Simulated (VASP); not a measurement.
# Na (I4/mmm) in VASP: a series of runs

The runs below take Na through single point, with PBE.

All numbers are computed with VASP 6.6.1; they aren't measurements. Logs are shortened: lines on timing, memory, paths and dates and some standing lists are left out, and cuts for length are marked.

## (1) The cell of the first run

It takes space group I4/mmm (No. 139, tetragonal). Conventional cell: a = 4.235 Å, b = 4.235 Å, c = 4.299 Å, α = 90.00°, β = 90.00°, γ = 90.00°. Na (site symmetry 4/mmm) has 14 Na at 3.69 to 4.30 Å within 4.8 Å.

## (2) Single point, PBE (strain +0.000 along x and y, +0.015 along z)

Input file INCAR:

```
ALGO = Normal
EDIFF = 1E-6
ENCUT = 520
GGA = PE
ISIF = 2
ISMEAR = 0
LASPH = True
LCHARG = False
LREAL = False
LWAVE = False
NBANDS = 10
NELM = 60
PREC = Accurate
SIGMA = 0.15
```

Input file KPOINTS:

```
k-points
0
Gamma
  16 16 16
```

Input file POSCAR:

```
Na
1.0
   -2.1175000000      2.1175000000      2.1492625000
    2.1175000000     -2.1175000000      2.1492625000
    2.1175000000      2.1175000000     -2.1492625000
Na
1
Direct
    0.0000000000      0.0000000000      0.0000000000
```

Potentials or basis: VASP PAW PBE potentials, release 64 (Na_pv).

Launch:

```
cat potpaw_PBE.64/Na_pv/POTCAR > POTCAR
mpirun -np 1 vasp_std > vasp.out
```

OUTCAR:

```text
EDIFF = 1E-6
   ENCUT = 520
   GGA = PE
   ISIF = 2
   ISMEAR = 0
   LASPH = True
   LREAL = False
   NELM = 60
   PREC = Accurate

 ion  position               nearest neighbor table
   1  0.000  0.000  0.000-

  LATTYP: Found a body centered tetragonal cell.
 ALAT       =     4.2350000000
 C/A-ratio  =     1.0150000000

  Lattice vectors:

 A1 = (  -2.1175000000,   2.1175000000,   2.1492625000)
 A2 = (   2.1175000000,  -2.1175000000,   2.1492625000)
 A3 = (   2.1175000000,   2.1175000000,  -2.1492625000)

Analysis of symmetry for initial positions (statically):
=====================================================================
 Subroutine PRICEL returns:
 Original cell was already a primitive cell.

 Routine SETGRP: Setting up the symmetry group for a
 body centered tetragonal supercell.

 Subroutine GETGRP returns: Found 16 space group operations
 (whereof 16 operations were pure point group operations)
 out of a pool of 16 trial point group operations.

The static configuration has the point symmetry D_4h.

Analysis of symmetry for dynamics (positions and initial velocities):
=====================================================================
 Subroutine PRICEL returns:
 Original cell was already a primitive cell.

 Routine SETGRP: Setting up the symmetry group for a
 body centered tetragonal supercell.

 Subroutine GETGRP returns: Found 16 space group operations
 (whereof 16 operations were pure point group operations)
 out of a pool of 16 trial point group operations.

The dynamic configuration has the point symmetry D_4h.

 Subroutine INISYM returns: Found 16 space group operations
 (whereof 16 operations are pure point group operations),
 and found     1 'primitive' translations

----------------------------------------------------------------------------------------

                                     Primitive cell

  volume of cell :      38.5475

  direct lattice vectors                    reciprocal lattice vectors
    -2.117500000  2.117500000  2.149262500     0.000000000  0.236127509  0.232637940
     2.117500000 -2.117500000  2.149262500     0.236127509  0.000000000  0.232637940
     2.117500000  2.117500000 -2.149262500     0.236127509  0.236127509  0.000000000

  length of vectors
     3.686046906  3.686046906  3.686046906     0.331476412  0.331476412  0.333934725

  position of ions in fractional coordinates (direct lattice)
     0.000000000  0.000000000  0.000000000

  ion indices of the primitive-cell ions
   primitive index   ion index
                 1           1

----------------------------------------------------------------------------------------

 KPOINTS: k-points

Automatic generation of k-mesh.
 Grid dimensions read from file:
 generate k-points for:   16   16   16

 Generating k-lattice:

  Cartesian coordinates                     Fractional coordinates (reciprocal lattice)
     0.000000000  0.014757969  0.014539871     0.062500000 -0.000000000  0.000000000
     0.014757969  0.000000000  0.014539871    -0.000000000  0.062500000  0.000000000
     0.014757969  0.014757969  0.000000000     0.000000000  0.000000000  0.062500000

  Length of vectors
     0.020717276  0.020717276  0.020870920

  Shift w.r.t. Gamma in fractional coordinates (k-lattice)
     0.000000000  0.000000000  0.000000000

 Subroutine IBZKPT returns following result:
 ===========================================

 Found    349 irreducible k-points:

 Following reciprocal coordinates:
            Coordinates               Weight
  0.000000  0.000000  0.000000      1.000000
  0.062500  0.000000 -0.000000      8.000000
  0.125000  0.000000 -0.000000      8.000000
  0.187500  0.000000 -0.000000      8.000000
  0.250000  0.000000 -0.000000      8.000000
  0.312500  0.000000 -0.000000      8.000000
[... 16 lines left out ...]
 -0.125000  0.062500  0.000000     16.000000
 -0.062500  0.062500  0.000000      4.000000
 [... further k-points ...]
   k-points           NKPTS =    349   k-points in BZ     NKDIM =    349   number of bands    NBANDS=     10
   number of dos      NEDOS =    301   number of ions     NIONS =      1
   total plane-waves  NPLWV =  21952
   dimension x,y,z NGX =    28 NGY =   28 NGZ =   28
   dimension x,y,z NGXF=    56 NGYF=   56 NGZF=   56
   ions per type =               1
   NGX,Y,Z   is equivalent  to a cutoff of  12.63, 12.63, 12.63 a.u.
   NGXF,Y,Z  is equivalent  to a cutoff of  25.26, 25.26, 25.26 a.u.
 SYSTEM =  unknown system
   PREC   = accura    normal or accurate (medium, high low for compatibility)
   ISTART =      0    job   : 0-new  1-cont  2-samecut
   ICHARG =      2    charge: 1-file 2-atom 10-const
   ISPIN  =      1    spin polarized calculation?
   LNONCOLLINEAR =      F non collinear calculations
   LSORBIT =      F    spin-orbit coupling
   LASPH  =      T    aspherical Exc in radial PAW
   ENCUT  =  520.0 eV  38.22 Ry    6.18 a.u.   6.85  6.85  6.85*2*pi/ulx,y,z
   NELM   =     60;   NELMIN=  2; NELMDL= -5     # of ELM steps
   EDIFF  = 0.1E-05   stopping-criterion for ELM
   LREAL  =      F    real-space projection
   EDIFFG = 0.1E-04   stopping-criterion for IOM
   NSW    =      0    number of steps for IOM
   IBRION =     -1    ionic relax: 0-MD 1-quasi-New 2-CG
   NFREE  =      0    steps in history (QN), initial steepest desc. (CG)
   ISIF   =      2    stress and relaxation
   ISYM   =      2    0-nonsym 1-usesym 2-fastsym
   POTIM  = 0.5000    time-step for ionic-motion
   TEBEG  =    0.0;   TEEND  =   0.0 temperature during run
   PSTRESS=    0.0 pullay stress
   NELECT =       7.0000    total number of electrons
   NUPDOWN=      -1.0000    fix difference up-down
   EMIN   =  10.00;   EMAX   =-10.00  energy-range for DOS
   EFERMI =   0.00;   METHOD = LEGACY
   ISMEAR =     0;   SIGMA  =   0.15  broadening in eV -4-tet -1-fermi 0-gaus
   EFERMI_NEDOS =   21; number of points for ismear=-14 and -15
   IALGO  =     38    algorithm
   IMIX   =      4    mixing-type and parameters
     AMIX     =   0.40;   BMIX     =  1.00
     AMIX_MAG =   1.60;   BMIX_MAG =  1.00
  volume/ion in A,a.u.               =      38.55       260.13
  Fermi-wavevector in a.u.,A,eV,Ry     =   0.927062  1.751893 11.693443  0.859444
  Thomas-Fermi vector in A             =   2.053091
   LORBIT       =      0    0 simple, 1 ext, 2 COOP (PROOUT), +10 PAW based schemes
   GGA     = PE    functional components
   LHFCALC =     F    Hartree Fock is set to
   AEXX    =    0.0000 exact exchange contribution
   IVDW    =     0    specifies the selected vdW correction
   LEPSILON=     F    determine dielectric tensor
   LRPA    =     F    only Hartree local field effects (RPA)
 non-spin polarized calculation
 Gauss-broadening in eV      SIGMA  =   0.15
  energy-cutoff  :      520.00
  volume of cell :       38.55
 maximum number of plane-waves:      1056
   NGX = 13   NGY = 13   NGZ = 13

 number of electron       7.0000012 magnetization

 Free energy of the ion-electron system (eV)
  ---------------------------------------------------
  ext. energy  EPLUGINS =         0.00000000
  ---------------------------------------------------
  free energy    TOTEN  =        -1.31265213 eV

  energy without entropy =       -1.30744254  energy(sigma->0) =       -1.31004734

 E-fermi :   0.2204     XC(G=0):  -6.4016

 val. band max:        0.2168614727   @ k =   0.5000   0.1875  -0.0000
 cond. band min:       0.2259960518   @ k =  -0.1875   0.4375   0.1250
 fundamental gap:      0.0091345790
 Fermi energy:         0.2204167636

 k-point     1 :       0.0000    0.0000    0.0000
  band No.  band energies     occupation
      1     -24.7138      2.00000
      2     -24.7138      2.00000
      3     -24.7138      2.00000
      4      -2.9778      2.00000
      5      11.6288      0.00000
      6      11.6288      0.00000
      7      11.8475      0.00000
      8      12.5726      0.00000
      9      12.7880      0.00000
     10      13.1435      0.00000

 k-point     2 :       0.0625    0.0000   -0.0000
  band No.  band energies     occupation
      1     -24.7150      2.00000
      2     -24.7142      2.00000
      3     -24.7138      2.00000
      4      -2.9111      2.00000
      5      10.6838      0.00000
      6      11.2364      0.00000
      7      11.4945      0.00000
      8      12.0574      0.00000
      9      12.2098      0.00000
     10      13.3656      0.00000

 k-point     3 :       0.1250    0.0000   -0.0000
  band No.  band energies     occupation
      1     -24.7184      2.00000
      2     -24.7153      2.00000
      3     -24.7138      2.00000
      4      -2.7115      2.00000
      5       9.0945      0.00000
      6      10.5408      0.00000
      7      10.9366      0.00000
      8      11.3726      0.00000
      9      11.9258      0.00000
     10      13.4687      0.00000

 k-point     4 :       0.1875    0.0000   -0.0000
  band No.  band energies     occupation
      1     -24.7234      2.00000
      2     -24.7170      2.00000
      3     -24.7137      2.00000
      4      -2.3805      2.00000
      5       7.5311      0.00000
      6       9.8845      0.00000
      7      10.4128      0.00000
      8      10.7470      0.00000
      9      11.5857      0.00000
     10      13.6649      0.00000
[... 222 lines left out ...]
 k-point    22 :      -0.1875    0.0625    0.0000
  band No.  band energies     occupation
      1     -24.7215      2.00000
      2     -24.7160      2.00000
      3     -24.7142      2.00000
      4      -2.5097      2.00000
      5       8.3089      0.00000
      6       9.4356      0.00000
      7      10.4193      0.00000
      8      11.4656      0.00000
      9      12.0827      0.00000
     10      13.1836      0.00000

 k-point    23 :      -0.1250    0.0625    0.0000
  band No.  band energies     occupation
      1     -24.7173      2.00000
      2     -24.7146      2.00000
      3     -24.7141      2.00000
      4      -2.7760      2.00000
      5       9.8410      0.00000
      6      10.1748      0.00000
      7      10.9566      0.00000
      8      11.7994      0.00000
      9      12.2516      0.00000
     10      13.4526      0.00000

 k-point    24 :      -0.0625    0.0625    0.0000
  band No.  band energies     occupation
      1     -24.7150      2.00000
      2     -24.7142      2.00000
      3     -24.7138      2.00000
      4      -2.9101      2.00000
      5      10.8773      0.00000
      6      11.1559      0.00000
      7      11.3246      0.00000
      8      11.9619      0.00000
      9      12.2825      0.00000
     10      13.4387      0.00000

 [... further k-points ...]
[... 5 lines left out ...]
  --------------------------------------------------------------------------------------
  -------------------------------------------------------------------------------------
  Total       -0.0770616     -0.0770616     -0.0816683      0.0000000      0.0000000      0.0000000
  in kB       -3.2029657     -3.2029657     -3.3944368      0.0000000      0.0000000      0.0000000
  external PRESSURE =      -3.2667894 kB  Pullay stress =       0.0000000 kB

 VOLUME and BASIS-vectors are now :
 -----------------------------------------------------------------------------
  energy-cutoff  :      520.00
  volume of cell :       38.55
      direct lattice vectors                 reciprocal lattice vectors
    -2.117500000  2.117500000  2.149262500     0.000000000  0.236127509  0.232637940
     2.117500000 -2.117500000  2.149262500     0.236127509  0.000000000  0.232637940
     2.117500000  2.117500000 -2.149262500     0.236127509  0.236127509  0.000000000

 POSITION                                       TOTAL-FORCE (eV/Angst)
 -----------------------------------------------------------------------------------
      0.00000      0.00000      0.00000         0.000000      0.000000     -0.000000
 -----------------------------------------------------------------------------------
    total drift:                               -0.000000     -0.000000     -0.000000

  FREE ENERGIE OF THE ION-ELECTRON SYSTEM (eV)
  ---------------------------------------------------
  free  energy   TOTEN  =        -1.3126521342 eV

  energy  without entropy=       -1.3074425448  energy(sigma->0) =       -1.31004734
```

Wall time 85 s (1 thread of Intel Xeon Platinum 8375C at 2.90GHz (Ice Lake), shared host); peak memory 0.22 GiB.

Results:

```
Free energy            : -1.3127 eV
Pressure               : -0.3 GPa
Band gap on the k mesh : zero (an odd number of electrons rules out a gap without spin polarisation)
```

Caveat: the cell differs from its parent crystal (strain +0.000 along x and y, +0.015 along z).

## (3) Single point, PBE (strain +0.015 along x and y, -0.015 along z)

Input file INCAR:

```
ALGO     = Fast           # electronic algorithm
EDIFF    = 1E-7           # SCF threshold, eV
ENCUT    = 520            # plane-wave cutoff, eV
GGA      = PE             # functional
ISIF     = 2              # what is computed and relaxed
ISMEAR   = 0              # smearing method
LASPH    = True           # aspherical terms in the spheres
LCHARG   = False          # write CHGCAR
LREAL    = False          # projectors in reciprocal space
LWAVE    = False          # write WAVECAR
NBANDS   = 10             # bands
NELM     = 80             # most SCF steps
PREC     = Accurate       # precision mode
SIGMA    = 0.15           # smearing width, eV
```

KPOINTS is that of step 2.

Input file POSCAR:

```
Na
1.0
   -2.1492625000      2.1492625000      2.0857375000
    2.1492625000     -2.1492625000      2.0857375000
    2.1492625000      2.1492625000     -2.0857375000
Na
1
Direct
    0.0000000000      0.0000000000      0.0000000000
```

Potentials or basis: VASP PAW PBE potentials, release 64 (Na_pv).

Launch:

```
cat potpaw_PBE.64/Na_pv/POTCAR > POTCAR
mpirun -np 1 vasp_std > vasp.out
```

Run time: 2 min. Hardware: 1 thread of Intel Xeon Platinum 8375C at 2.90GHz (Ice Lake), shared host; peak memory 0.22 GiB.

The run converged. Its results:

```
Free energy            : -1.3126 eV
Pressure               : -0.3 GPa
Band gap on the k mesh : zero (an odd number of electrons rules out a gap without spin polarisation)
```

Levels at points of the mesh, in eV from the Fermi level:
```tsv
k point	band 2	band 3	band 4	band 5	band 6	band 7
(0.00, 0.00, 0.00)	-24.93	-24.93	-3.20	11.19	11.64	11.64
(0.50, 0.00, 0.00)	-24.94	-24.93	0.79	1.22	7.93	8.77
(0.50, 0.50, 0.00)	-24.94	-24.93	0.68	1.08	8.30	9.15
(0.50, 0.50, 0.50)	-24.96	-24.96	4.33	4.56	4.60	4.60
```

Caveat: the cell differs from its parent crystal (strain +0.015 along x and y, -0.015 along z).

(Continued in part 2 of 2.)

The gap in the log of VASP goes by the Fermi energy; the results here count the filled bands.